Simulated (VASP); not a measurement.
Rb2IrCl6, 9 atoms in the cell. Symmetry: P-3m1, No. 164, trigonal system. The conventional cell has a = 6.922 Å, b = 6.922 Å, c = 5.883 Å, α = 90.00°, β = 90.00°, γ = 120.00°. Ir (site symmetry -3m) has 6 Cl at 2.33 Å within 3.1 Å. Within 4.6 Å of Rb (site symmetry 3m) lie 12 Cl at 3.46 to 3.73 Å and 3 Ir at 4.26 Å. Cl (site symmetry m) has 1 Ir at 2.33 Å within 3.1 Å. 

| Item | Value |
| --- | --- |
| Program | VASP 6.6.1 |
| Task | single point |
| Functional | r2SCAN |
| Potentials or basis | VASP PAW PBE potentials, release 64 (Ir, Rb_sv, Cl) |
| Cutoff | 520 eV |
| k mesh | 5 × 5 × 6 |
| Occupations | fermi-dirac, width 0.1036 eV |
| Spin | no spin polarisation |
| Dipole correction | no |
| Further INCAR settings | ALGO = Normal; EDIFF = 1e-06; NBANDS = 44 |

Potentials or basis: VASP PAW PBE potentials, release 64 (Ir, Rb_sv, Cl).

The run is started by

```console
$ cat potpaw_PBE.64/Ir/POTCAR potpaw_PBE.64/Rb_sv/POTCAR potpaw_PBE.64/Cl/POTCAR > POTCAR
$ cp INCAR.step1 INCAR
$ mpirun -np 1 vasp_std > vasp.out
$ cp INCAR.step2 INCAR
$ mpirun -np 1 vasp_std > vasp.out
```

Hardware: 1 thread of Intel(R) Xeon(R) Platinum 8259CL CPU @ 2.50GHz (Skylake/Cascade Lake), with other jobs on the host.

Problem. How long does it take, and how much memory?

Solution. Run time: 18 min on 1 thread of Intel(R) Xeon(R) Platinum 8259CL CPU @ 2.50GHz (Skylake/Cascade Lake), with other jobs on the host, peak memory 0.54 GiB. Counts: k points 24.
